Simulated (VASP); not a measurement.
# Ir2Rh (P-3m1) in VASP: a series of runs

Runs on Ir2Rh. Level: PBE. Tasks: single point, relaxation of shape and atoms at fixed volume.

Everything below comes from runs of VASP 6.6.1. Logs are shortened: lines on timing, memory, paths and dates and some standing lists are left out, and cuts for length are marked.

## (1) The cell of the first run

It takes space group P-3m1 (No. 164, trigonal). Conventional cell: a = 2.699 Å, b = 2.699 Å, c = 6.612 Å, α = 90.00°, β = 90.00°, γ = 120.00°. Within 3.6 Å of Ir (site symmetry 3m) lie 9 Ir at 2.70 Å and 3 Rh at 2.70 Å. Rh (site symmetry -3m) has 6 Rh at 2.70 Å and 6 Ir at 2.70 Å within 3.6 Å.

## (2) Single point, PBE (13.91 Å³/atom)

Input file INCAR:

```
SYSTEM = Ir2Rh
  PREC = Accurate
  ENCUT = 520
  EDIFF = 1E-6
  ISMEAR = 0
  SIGMA = 0.1
  LREAL = .FALSE.
  LASPH = .TRUE.
  NELM = 80
  ALGO = Fast
  ISIF = 2
  LWAVE = .FALSE.
  LCHARG = .FALSE.
  GGA = PE
  NBANDS = 24
```

Input file KPOINTS:

```
regular mesh
0
G
  18 18 8
  0 0 0
```

Input file POSCAR:

```
Ir2Rh
1.0
    2.6994914595      0.0000000000      0.0000000000
   -1.3497457298      2.3378281813      0.0000000000
    0.0000000000      0.0000000000      6.6119265000
Ir Rh
2 1
Direct
    0.3333333333      0.6666666667      0.6665768724
    0.6666666667      0.3333333333      0.3334231276
    0.0000000000      0.0000000000      0.0000000000
```

Potentials or basis: VASP PAW PBE potentials, release 64 (Ir, Rh_pv).

Run with:

```console
cat potpaw_PBE.64/Ir/POTCAR potpaw_PBE.64/Rh_pv/POTCAR > POTCAR
mpirun -np 1 vasp_std > vasp.out
```

OUTCAR:

```text
SYSTEM = Ir2Rh
   PREC = Accurate
   ENCUT = 520
   EDIFF = 1E-6
   ISMEAR = 0
   LREAL = .FALSE.
   LASPH = .TRUE.
   NELM = 80
   ISIF = 2
   GGA = PE

 ion  position               nearest neighbor table
   1  0.333  0.667  0.667-   2 2.70   2 2.70   2 2.70   3 2.70   3 2.70   3 2.70
   2  0.667  0.333  0.333-   1 2.70   1 2.70   1 2.70   3 2.70   3 2.70   3 2.70
   3  0.000  0.000  0.000-   1 2.70   2 2.70   2 2.70   1 2.70   2 2.70   1 2.70

  LATTYP: Found a hexagonal cell.
 ALAT       =     2.6994914595
 C/A-ratio  =     2.4493229926

  Lattice vectors:

 A1 = (   2.6994914595,   0.0000000000,   0.0000000000)
 A2 = (  -1.3497457298,   2.3378281813,   0.0000000000)
 A3 = (   0.0000000000,   0.0000000000,   6.6119265000)

Analysis of symmetry for initial positions (statically):
=====================================================================
 Subroutine PRICEL returns:
 Original cell was already a primitive cell.

 Routine SETGRP: Setting up the symmetry group for a
 hexagonal supercell.

 Subroutine GETGRP returns: Found 12 space group operations
 (whereof 12 operations were pure point group operations)
 out of a pool of 24 trial point group operations.

The static configuration has the point symmetry D_3d.

Analysis of symmetry for dynamics (positions and initial velocities):
=====================================================================
 Subroutine PRICEL returns:
 Original cell was already a primitive cell.

 Routine SETGRP: Setting up the symmetry group for a
 hexagonal supercell.

 Subroutine GETGRP returns: Found 12 space group operations
 (whereof 12 operations were pure point group operations)
 out of a pool of 24 trial point group operations.

The dynamic configuration has the point symmetry D_3d.

 Subroutine INISYM returns: Found 12 space group operations
 (whereof 12 operations are pure point group operations),
 and found     1 'primitive' translations

----------------------------------------------------------------------------------------

                                     Primitive cell

  volume of cell :      41.7275

  direct lattice vectors                    reciprocal lattice vectors
     2.699491459  0.000000000  0.000000000     0.370440142  0.213873716  0.000000000
    -1.349745730  2.337828181  0.000000000     0.000000000  0.427747432  0.000000000
     0.000000000  0.000000000  6.611926500     0.000000000  0.000000000  0.151241851

  length of vectors
     2.699491459  2.699491460  6.611926500     0.427747432  0.427747432  0.151241851

  position of ions in fractional coordinates (direct lattice)
     0.333333333  0.666666667  0.666576872
     0.666666667  0.333333333  0.333423128
     0.000000000  0.000000000  0.000000000

  ion indices of the primitive-cell ions
   primitive index   ion index
                 1           1
                 2           2
                 3           3

----------------------------------------------------------------------------------------

 KPOINTS: regular mesh

Automatic generation of k-mesh.
 Grid dimensions read from file:
 generate k-points for:   18   18    8

 Generating k-lattice:

  Cartesian coordinates                     Fractional coordinates (reciprocal lattice)
     0.020580008  0.011881873  0.000000000     0.055555556 -0.000000000  0.000000000
     0.000000000  0.023763746  0.000000000     0.000000000  0.055555556  0.000000000
     0.000000000  0.000000000  0.018905231     0.000000000  0.000000000  0.125000000

  Length of vectors
     0.023763746  0.023763746  0.018905231

  Shift w.r.t. Gamma in fractional coordinates (k-lattice)
     0.000000000  0.000000000  0.000000000

 Subroutine IBZKPT returns following result:
 ===========================================

 Found    266 irreducible k-points:

 Following reciprocal coordinates:
            Coordinates               Weight
  0.000000  0.000000  0.000000      1.000000
  0.055556 -0.000000  0.000000      6.000000
  0.111111 -0.000000  0.000000      6.000000
  0.166667  0.000000  0.000000      6.000000
  0.222222 -0.000000  0.000000      6.000000
  0.277778  0.000000  0.000000      6.000000
[... 16 lines left out ...]
  0.333333  0.111111  0.000000     12.000000
  0.388889  0.111111  0.000000     12.000000
 [... further k-points ...]
   k-points           NKPTS =    266   k-points in BZ     NKDIM =    266   number of bands    NBANDS=     24
   number of dos      NEDOS =    301   number of ions     NIONS =      3
   total plane-waves  NPLWV =  20000
   dimension x,y,z NGX =    20 NGY =   20 NGZ =   50
   dimension x,y,z NGXF=    40 NGYF=   40 NGZF=  100
   ions per type =               2   1
   NGX,Y,Z   is equivalent  to a cutoff of  12.32, 12.32, 12.57 a.u.
   NGXF,Y,Z  is equivalent  to a cutoff of  24.63, 24.63, 25.14 a.u.
 SYSTEM =  Ir2Rh
   PREC   = accura    normal or accurate (medium, high low for compatibility)
   ISTART =      0    job   : 0-new  1-cont  2-samecut
[... 38 lines left out ...]
 non-spin polarized calculation
 RMM-DIIS sequential band-by-band and
 Gauss-broadening in eV      SIGMA  =   0.10
  energy-cutoff  :      520.00
  volume of cell :       41.73
 maximum number of plane-waves:      1152
   NGX =  9   NGY =  9   NGZ = 25

 number of electron      32.9999997 magnetization

 Free energy of the ion-electron system (eV)
  ---------------------------------------------------
  ext. energy  EPLUGINS =         0.00000000
  ---------------------------------------------------
  free energy    TOTEN  =       -24.97211335 eV

  energy without entropy =      -24.95696406  energy(sigma->0) =      -24.96453870

 E-fermi :  11.0088     XC(G=0): -14.0507

 val. band max:       11.0067213300   @ k =   0.3333   0.0000   0.1250
 cond. band min:      11.0147290775   @ k =  -0.2222  -0.4444   0.3750
 fundamental gap:      0.0080077475
 Fermi energy:        11.0087732905

 k-point     1 :       0.0000    0.0000    0.0000
  band No.  band energies     occupation
      1     -35.9242      2.00000
      2     -35.5571      2.00000
      3     -35.5571      2.00000
      4       0.5291      2.00000
      5       2.8091      2.00000
      6       4.4007      2.00000
[... 16 lines left out ...]
     23      22.9144      0.00000
     24      25.8204      0.00000

 k-point     2 :       0.0556   -0.0000    0.0000
  band No.  band energies     occupation
      1     -35.9219      2.00000
      2     -35.5737      2.00000
      3     -35.5610      2.00000
      4       0.6527      2.00000
      5       2.9342      2.00000
      6       4.4981      2.00000
[... 16 lines left out ...]
     23      22.9585      0.00000
     24      26.0282      0.00000

 k-point     3 :       0.1111   -0.0000    0.0000
  band No.  band energies     occupation
      1     -35.9154      2.00000
      2     -35.6214      2.00000
      3     -35.5724      2.00000
      4       1.0123      2.00000
      5       3.2891      2.00000
      6       4.7671      2.00000
[... 16 lines left out ...]
     23      23.0658      0.00000
     24      26.6283      0.00000

 k-point     4 :       0.1667    0.0000    0.0000
  band No.  band energies     occupation
      1     -35.9055      2.00000
      2     -35.6940      2.00000
      3     -35.5898      2.00000
      4       1.5704      2.00000
      5       3.7902      2.00000
      6       5.1293      2.00000
[... 16 lines left out ...]
     23      23.2493      0.00000
     24      27.3672      0.00000

 k-point     5 :       0.2222   -0.0000    0.0000
  band No.  band energies     occupation
      1     -35.8933      2.00000
      2     -35.7823      2.00000
      3     -35.6110      2.00000
      4       2.2513      2.00000
      5       4.2020      2.00000
      6       5.4828      2.00000
[... 451 lines left out ...]
 k-point    22 :       0.2778    0.1111    0.0000
  band No.  band energies     occupation
      1     -35.9600      2.00000
      2     -35.8649      2.00000
      3     -35.6863      2.00000
      4       3.7458      2.00000
      5       4.4225      2.00000
      6       4.6906      2.00000
[... 16 lines left out ...]
     23      23.0374      0.00000
     24      24.4158      0.00000

 k-point    23 :       0.3333    0.1111    0.0000
  band No.  band energies     occupation
      1     -36.0205      2.00000
      2     -35.8555      2.00000
      3     -35.7081      2.00000
      4       3.8626      2.00000
      5       4.2231      2.00000
      6       4.3995      2.00000
[... 16 lines left out ...]
     23      21.9823      0.00000
     24      22.9981      0.00000

 k-point    24 :       0.3889    0.1111    0.0000
  band No.  band energies     occupation
      1     -36.0598      2.00000
      2     -35.8493      2.00000
      3     -35.7222      2.00000
      4       3.7572      2.00000
      5       4.1620      2.00000
      6       4.2226      2.00000
[... 16 lines left out ...]
     23      20.6047      0.00000
     24      21.8590      0.00000

 [... further k-points ...]

------------------------ aborting loop because EDIFF is reached ----------------------------------------

  FORCE on cell =-STRESS in cart. coord.  units (eV):
  Direction    XX          YY          ZZ          XY          YZ          ZX
  --------------------------------------------------------------------------------------
  -------------------------------------------------------------------------------------
  Total        2.8438920      2.8438920      2.8470870     -0.0000000     -0.0000000     -0.0000000
  in kB      109.1945901    109.1945901    109.3172656     -0.0000000     -0.0000000     -0.0000000
  external PRESSURE =     109.2354819 kB  Pullay stress =       0.0000000 kB

 VOLUME and BASIS-vectors are now :
 -----------------------------------------------------------------------------
  energy-cutoff  :      520.00
  volume of cell :       41.73
      direct lattice vectors                 reciprocal lattice vectors
     2.699491459  0.000000000  0.000000000     0.370440142  0.213873716  0.000000000
    -1.349745730  2.337828181  0.000000000     0.000000000  0.427747432  0.000000000
     0.000000000  0.000000000  6.611926500     0.000000000  0.000000000  0.151241851

 POSITION                                       TOTAL-FORCE (eV/Angst)
 -----------------------------------------------------------------------------------
     -0.00000      1.55855      4.40736         0.000000      0.000000      0.039970
      1.34975      0.77928      2.20457        -0.000000     -0.000000     -0.039970
      0.00000      0.00000      0.00000         0.000000     -0.000000     -0.000000
 -----------------------------------------------------------------------------------
    total drift:                                0.000000      0.000000      0.000000

  FREE ENERGIE OF THE ION-ELECTRON SYSTEM (eV)
  ---------------------------------------------------
  free  energy   TOTEN  =       -24.9721133489 eV

  energy  without entropy=      -24.9569640608  energy(sigma->0) =      -24.96453870
```

It took 2.1 min on 1 thread of Intel Xeon 6975P-C (Granite Rapids), shared host; peak memory 0.35 GiB.

Results:

* Free energy: -24.9721 eV
* Pressure: 10.9 GPa
* Largest force: 0.040 eV/Å
* Band gap on the k mesh: zero (an odd number of electrons rules out a gap without spin polarisation)

Forces on the atoms (eV/Å):
```
Ir   0.000  0.000  0.040
Ir   0.000  0.000 -0.040
Rh   0.000  0.000  0.000
```

Levels at points of the mesh, in eV from the Fermi level:
```tsv
k point	band 13	band 14	band 15	band 16	band 17	band 18	band 19	band 20
(0.00, 0.00, 0.00)	-3.14	-3.02	-2.98	-1.14	-1.14	-0.37	-0.37	-0.05
(0.50, 0.00, 0.00)	-2.72	0.47	0.86	1.11	1.28	1.45	2.20	2.99
(0.00, 0.00, 0.50)	-3.01	-3.01	-1.31	-1.31	-1.23	-1.23	-0.26	0.82
(0.50, 0.00, 0.50)	-0.76	-0.48	-0.27	0.50	0.77	1.14	1.31	3.75
```

Caveat: the cell stands under pressure; spin-orbit coupling is left out, which moves the levels of the heavy elements.

## (3) Single point, PBE

This run uses another cell than the first one, of 14.34 Å³/atom.

Input file INCAR:

```
SYSTEM = Ir2Rh
ALGO = Fast
EDIFF = 1E-7
ENCUT = 520
GGA = PE
ISIF = 2
ISMEAR = 0
LASPH = .TRUE.
LCHARG = .FALSE.
LREAL = .FALSE.
LWAVE = .FALSE.
NBANDS = 24
NELM = 80
PREC = Accurate
SIGMA = 0.1
```

Input file KPOINTS:

```
k-points
0
G
  18 18 8
  0 0 0
```

Input file POSCAR:

```
Ir2Rh
1.0
    2.7267241420      0.0000000000      0.0000000000
   -1.3633620710      2.3614123761      0.0000000000
    0.0000000000      0.0000000000      6.6809433909
Ir Rh
2 1
Direct
    0.3333333333      0.6666666667      0.6661649045
    0.6666666667      0.3333333333      0.3338350955
    0.0000000000      0.0000000000      0.0000000000
```

Potentials or basis: VASP PAW PBE potentials, release 64 (Ir, Rh_pv).

Run with:

```console
cat potpaw_PBE.64/Ir/POTCAR potpaw_PBE.64/Rh_pv/POTCAR > POTCAR
mpirun -np 1 vasp_std > vasp.out
```

Wall time 2.6 min (1 thread of Intel Xeon 6975P-C (Granite Rapids), shared host); peak memory 0.35 GiB.

The run converged. Its results:

| Item | Value |
| --- | --- |
| Free energy | -25.0166 eV |
| Pressure | 0.4 GPa |
| Largest force | 0.036 eV/Å |
| Band gap on the k mesh | zero (an odd number of electrons rules out a gap without spin polarisation) |

Forces on the atoms (eV/Å):
```
Ir   0.000  0.000  0.036
Ir   0.000  0.000 -0.036
Rh   0.000  0.000  0.000
```

Levels at points of the mesh, in eV from the Fermi level:
```csv
k point,band 13,band 14,band 15,band 16,band 17,band 18,band 19,band 20
"(0.00, 0.00, 0.00)",-2.99,-2.90,-2.85,-1.09,-1.09,-0.36,-0.36,-0.04
"(0.50, 0.00, 0.00)",-2.57,0.45,0.81,1.04,1.21,1.37,2.20,2.90
"(0.00, 0.00, 0.50)",-2.86,-2.86,-1.24,-1.24,-1.18,-1.18,-0.20,0.77
"(0.50, 0.00, 0.50)",-0.73,-0.45,-0.20,0.47,0.73,1.07,1.24,3.63
```

Caveat: spin-orbit coupling is left out, which moves the levels of the heavy elements.

## (4) Single point, PBE (14.77 Å³/atom)

This run uses another cell than the first one, of 14.77 Å³/atom.

Input file INCAR:

```
PREC = Accurate
ENCUT = 520
EDIFF = 1E-7
ISMEAR = 0
SIGMA = 0.1
LREAL = F
LASPH = T
NELM = 100
ALGO = Fast
ISIF = 2
LWAVE = F
LCHARG = F
GGA = PE
NBANDS = 24
```

Input file KPOINTS:

```
regular mesh
0
Gamma
  18 18 8
```

Input file POSCAR:

```
Ir2Rh
1.0
    2.7533654390      0.0000000000      0.0000000000
   -1.3766827195      2.3844844161      0.0000000000
    0.0000000000      0.0000000000      6.7488489775
Ir Rh
2 1
Direct
    0.3333333333      0.6666666667      0.6656941320
    0.6666666667      0.3333333333      0.3343058680
    0.0000000000      0.0000000000      0.0000000000
```

Run with:

```console
cat potpaw_PBE.64/Ir/POTCAR potpaw_PBE.64/Rh_pv/POTCAR > POTCAR
mpirun -np 1 vasp_std > vasp.out
```

It took 3.3 min on 1 thread of Intel Xeon 6975P-C (Granite Rapids), shared host; peak memory 0.36 GiB.

The run converged. Its results:

```
Free energy            : -24.9836 eV
Pressure               : -8.4 GPa
Largest force          : 0.032 eV/Å
Band gap on the k mesh : zero (an odd number of electrons rules out a gap without spin polarisation)
```

Forces on the atoms (eV/Å):
```
Ir   0.000  0.000  0.032
Ir   0.000  0.000 -0.032
Rh   0.000  0.000  0.000
```

Levels at points of the mesh, in eV from the Fermi level:
| k point | band 14 | band 15 | band 16 | band 17 | band 18 | band 19 |
| --- | --- | --- | --- | --- | --- | --- |
| (0.00, 0.00, 0.00) | -2.79 | -2.72 | -1.04 | -1.04 | -0.35 | -0.35 |
| (0.50, 0.00, 0.00) | 0.43 | 0.77 | 0.98 | 1.14 | 1.29 | 2.19 |
| (0.00, 0.00, 0.50) | -2.72 | -1.17 | -1.17 | -1.13 | -1.13 | -0.14 |
| (0.50, 0.00, 0.50) | -0.42 | -0.13 | 0.46 | 0.68 | 1.01 | 1.17 |

Caveat: the cell stands under tension; spin-orbit coupling is left out, which moves the levels of the heavy elements.

## (5) Relaxation of shape and atoms at fixed volume, PBE (15.77 Å³/atom)

This run uses another cell than the first one, of 15.77 Å³/atom.

Input file INCAR:

```
SYSTEM = Ir2Rh
  PREC = Accurate
  ENCUT = 600
  EDIFF = 1E-6
  ISMEAR = 0
  SIGMA = 0.1
  LREAL = .FALSE.
  LASPH = .TRUE.
  NELM = 60
  ALGO = Fast
  ISIF = 4
  LWAVE = .FALSE.
  LCHARG = .FALSE.
  GGA = PE
  IBRION = 2
  NSW = 50
  EDIFFG = -0.01
```

Input file KPOINTS:

```
regular mesh
0
G
  18 18 8
  0 0 0
```

Input file POSCAR:

```
Ir2Rh
1.0
    2.8139634487      0.0000000000      0.0000000000
   -1.4069817243      2.4369638319      0.0000000000
    0.0000000000      0.0000000000      6.9004272220
Ir Rh
2 1
Direct
    0.3333333333      0.6666666667      0.6651312027
    0.6666666667      0.3333333333      0.3348687973
    0.0000000000      0.0000000000      0.0000000000
```

Run with:

```console
cat potpaw_PBE.64/Ir/POTCAR potpaw_PBE.64/Rh_pv/POTCAR > POTCAR
mpirun -np 1 vasp_std > vasp.out
```

It took 10 min on 1 thread of Intel Xeon 8259CL, shared host; peak memory 0.44 GiB.

Results (log left out):

```yaml
Free_energy: -24.6765 eV
Energy_gained_by_relaxing: 0.1 meV/atom
Ionic_steps: 3
Pressure_after_relaxing: -23.4 GPa
Largest_force_after_relaxing: 0.004 eV/Å
```

Forces in eV/Å, atoms in the order of the input:
```
Ir   0.000  0.000 -0.004
Ir   0.000  0.000  0.004
Rh   0.000  0.000  0.000
```

Step by step:
```
step  energy change (eV)  largest force (eV/Å)  pressure (GPa)  volume (Å³)
   1              0.0000                0.0606          -23.42        47.32
   2             -0.0003                0.0207          -23.37        47.32
   3             -0.0003                0.0039          -23.36        47.32
```

Final structure:
```yaml
crystal:
  lattice:
    - [2.81337, 0.00000, 0.00000]
    - [-1.40669, 2.43645, 0.00000]
    - [0.00000, 0.00000, 6.90333]
  atoms:
    - { symbol: Ir, position: [0.33333, 0.66667, 0.66455] }
    - { symbol: Ir, position: [0.66667, 0.33333, 0.33545] }
    - { symbol: Rh, position: [0.00000, 0.00000, 0.00000] }
```

Levels at points of the mesh, in eV from the Fermi level:
| k point | band 13 | band 14 | band 15 | band 16 | band 17 | band 18 | band 19 | band 20 |
| --- | --- | --- | --- | --- | --- | --- | --- | --- |
| (0.00, 0.00, 0.00) | -2.53 | -2.53 | -2.45 | -0.94 | -0.94 | -0.33 | -0.33 | -0.02 |
| (0.50, 0.00, 0.00) | -2.14 | 0.40 | 0.67 | 0.86 | 1.01 | 1.14 | 2.20 | 2.64 |
| (0.00, 0.00, 0.50) | -2.42 | -2.42 | -1.04 | -1.04 | -1.03 | -1.03 | 0.01 | 0.64 |
| (0.50, 0.00, 0.50) | -0.63 | -0.36 | 0.02 | 0.42 | 0.60 | 0.88 | 1.03 | 3.32 |

Caveat: the highest band is partly filled, so the run has too few bands; spin-orbit coupling is left out, which moves the levels of the heavy elements.

## (6) Summary

```tsv
task	cell	cutoff (eV)	gap on the mesh (eV)	pressure (GPa)	largest force (eV/Å)
single point	a = 2.699, b = 2.699, c = 6.612 Å, angles 90.0, 90.0, 120.0°, 3 atoms	520	none	10.9	0.04
single point	a = 2.727, b = 2.727, c = 6.681 Å, angles 90.0, 90.0, 120.0°, 3 atoms	520	none	0.4	0.04
single point	a = 2.753, b = 2.753, c = 6.749 Å, angles 90.0, 90.0, 120.0°, 3 atoms	520	none	-8.4	0.03
relaxation of shape and atoms at fixed volume	relaxed from a = 2.814, b = 2.814, c = 6.900 Å, angles 90.0, 90.0, 120.0°, 3 atoms	600	-	-23.4	-
```

Alike in all rows: level PBE; potentials or basis VASP PAW PBE potentials, release 64 (Ir, Rh_pv); no spin polarisation; k mesh 18 × 18 × 8; smearing gaussian 0.1 eV.

Caveats: spin-orbit coupling is left out, which moves the levels of the heavy elements; the cell stands under pressure (at least some runs); the cell stands under tension (at least some runs); the highest band is partly filled, so the run has too few bands (at least some runs).

Absolute energies hang on the potentials; compare differences alone.
